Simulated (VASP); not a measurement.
Write the native input for VASP 6.6.1 that does the following.

- Task: single point
- Functional: r2SCAN
- Potentials or basis: VASP PAW PBE potentials, release 64 (Pb_d, O)
- Cutoff: 520 eV
- k mesh: 6 × 6 × 4
- Occupations: gaussian, width 0.01 eV
- Spin: no spin polarisation
- Dipole correction: no
- Further INCAR settings: ALGO = Normal; EDIFF = 1e-07; NBANDS = 28

Crystal: PbO.

```
CELL_PARAMETERS angstrom
4.30251 0.00000 0.00000
-2.15125 3.72608 0.00000
0.00000 0.00000 5.32901
ATOMIC_POSITIONS crystal
Pb 0.33333 0.66667 0.25000
Pb 0.66667 0.33333 0.75000
O 0.66667 0.33333 0.25000
O 0.33333 0.66667 0.75000
```

This cell differs from its parent crystal: volume changed by +3%.

One way to write it, as run:

POSCAR

```
PbO
1.0
    4.3025097066      0.0000000000      0.0000000000
   -2.1512548533      3.7260827059      0.0000000000
    0.0000000000      0.0000000000      5.3290051867
Pb O
2 2
Direct
    0.3333333333      0.6666666667      0.2500000000
    0.6666666667      0.3333333333      0.7500000000
    0.6666666667      0.3333333333      0.2500000000
    0.3333333333      0.6666666667      0.7500000000
```

INCAR.step1

```
SYSTEM = PbO
PREC     = Accurate       ! precision mode
ENCUT    = 520            ! plane-wave cutoff, eV
ISMEAR   = 0              ! smearing method
SIGMA    = 0.01           ! smearing width, eV
LREAL    = .FALSE.        ! projectors in reciprocal space
LASPH    = .TRUE.         ! aspherical terms in the spheres
NELM     = 80             ! most SCF steps
NBANDS   = 28             ! bands
GGA      = PE             ! functional
ALGO     = Normal         ! electronic algorithm
EDIFF    = 1E-4           ! SCF threshold, eV
LWAVE    = .TRUE.         ! write WAVECAR
LCHARG   = .FALSE.        ! write CHGCAR
```

INCAR.step2

```
SYSTEM = PbO
PREC     = Accurate       ! precision mode
ENCUT    = 520            ! plane-wave cutoff, eV
EDIFF    = 1E-7           ! SCF threshold, eV
ISMEAR   = 0              ! smearing method
SIGMA    = 0.01           ! smearing width, eV
LREAL    = .FALSE.        ! projectors in reciprocal space
LASPH    = .TRUE.         ! aspherical terms in the spheres
NELM     = 80             ! most SCF steps
ALGO     = Normal         ! electronic algorithm
ISIF     = 2              ! what is computed and relaxed
LWAVE    = .FALSE.        ! write WAVECAR
LCHARG   = .FALSE.        ! write CHGCAR
METAGGA  = R2SCAN         ! meta-GGA
LMIXTAU  = .TRUE.       
NBANDS   = 28             ! bands
ISTART   = 1
```

KPOINTS

```
Automatic mesh
0
G
  6 6 4
  0 0 0
```

Potentials or basis: VASP PAW PBE potentials, release 64 (Pb_d, O).

Run with:

```console
$ cat potpaw_PBE.64/Pb_d/POTCAR potpaw_PBE.64/O/POTCAR > POTCAR
$ cp INCAR.step1 INCAR
$ mpirun -np 1 vasp_std > vasp.out
$ cp INCAR.step2 INCAR
$ mpirun -np 1 vasp_std > vasp.out
```

It gave:

```yaml
Pressure: -2.0 GPa
Band_gap_on_the_k_mesh: 1.60 eV, direct
```

Caveat: the PAW data sets were made with another functional, which shifts forces and pressure a little; spin-orbit coupling is left out, which moves the levels of the heavy elements.

Run time: 70 s on 1 thread of Intel(R) Xeon(R) 6975P-C (Granite Rapids) (shared host), peak memory 0.22 GiB.
